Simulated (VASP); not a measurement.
A run of VASP 6.6.1 is set up as follows.

Contents of INCAR:

```
SYSTEM = GdB
ALGO = Normal
EDIFF = 1E-6
ENCUT = 520
GGA = PE
ISIF = 2
ISMEAR = 0
ISPIN = 2
LASPH = .True.
LCHARG = .True.
LDAU = .True.
LDAUJ = 0 0
LDAUL = 3 -1
LDAUPRINT = 1
LDAUTYPE = 2
LDAUU = 6 0
LELF = .True.
LMAXMIX = 6
LORBIT = 11
LREAL = .False.
LVHAR = .True.
LWAVE = .False.
MAGMOM = 7.86 0.41
NBANDS = 22
NELM = 150
PREC = Accurate
SIGMA = 0.05
```

File KPOINTS:

```
k-points
0
Gamma
  10 10 10
  0 0 0
```

File POSCAR:

```
GdB
1.0
    0.0000000000      2.7100395359      2.7100395359
    2.7100395359      0.0000000000      2.7100395359
    2.7100395359      2.7100395359      0.0000000000
Gd B
1 1
Direct
    0.5000000000      0.5000000000      0.5000000000
    0.0000000000      0.0000000000      0.0000000000
```

Potentials or basis: VASP PAW PBE potentials, release 64 (Gd, B).

Command:

```console
$ cat potpaw_PBE.64/Gd/POTCAR potpaw_PBE.64/B/POTCAR > POTCAR
$ mpirun -np 1 vasp_std > vasp.out
```

Problem. What does it give for the net moment?

Solution. 8.05 μB per cell.

Problem. What does it give for the pressure?

Solution. 0.3 GPa.

Problem. Predict the site moments.

Solution. Gd +7.05; B +0.22 μB.

Eigenvalues of the final occupation matrices:
| site | spin | trace | eigenvalues |
| --- | --- | --- | --- |
| site 1 f | 1 | 6.93 | 0.99 0.99 0.99 0.99 0.99 0.99 0.99 |
| site 1 f | 2 | 0.01 | 0.00 0.00 0.00 0.00 0.00 0.00 0.00 |

Caveat: spin-orbit coupling is left out, which moves the levels of the heavy elements; a cell with one magnetic atom can't hold antiferromagnetic order, which such compounds often take. The state reached can hang on the start; a lower one may exist.
